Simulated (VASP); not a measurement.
A run of VASP 6.6.1 is set up as follows.

Contents of INCAR:

```
SYSTEM = TiTe2
PREC = Accurate
ENCUT = 520
EDIFF = 1E-6
ISMEAR = -1
SIGMA = 0.02
LREAL = .False.
LASPH = .True.
NELM = 100
ALGO = Normal
ISIF = 2
LWAVE = .False.
LCHARG = .False.
GGA = PE
IVDW = 13
NBANDS = 19
```

KPOINTS

```
regular mesh
0
Gamma
  6 6 4
  0 0 0
```

The input POSCAR:

```
TiTe2
1.0
    3.7903815437      0.0000000000      0.0000000000
   -1.8951907719      3.2825667069      0.0000000000
    0.0000000000      0.0000000000      6.5558879831
Ti Te
1 2
Direct
    0.0000000000      0.0000000000      0.0000000000
    0.6666666667      0.3333333333      0.2577957668
    0.3333333333      0.6666666667      0.7422042332
```

Potentials or basis: VASP PAW PBE potentials, release 64 (Ti_sv, Te).

Run with:

```sh
$ cat potpaw_PBE.64/Ti_sv/POTCAR potpaw_PBE.64/Te/POTCAR > POTCAR
$ mpirun -np 1 vasp_std > vasp.out
```

(1) Estimate the largest force.

(2) Predict the dispersion energy per atom.

(3) Estimate the pressure.

(4) Estimate the band gap on the k mesh.

Answers

(1) 0.115 eV/Å.

(2) -0.413 eV.

(3) -1.4 GPa.

(4) zero (band 12 reaches 7.01 eV, above the bottom of band 13 at 6.39 eV).

Caveat: spin-orbit coupling is left out, which moves the levels of the heavy elements.
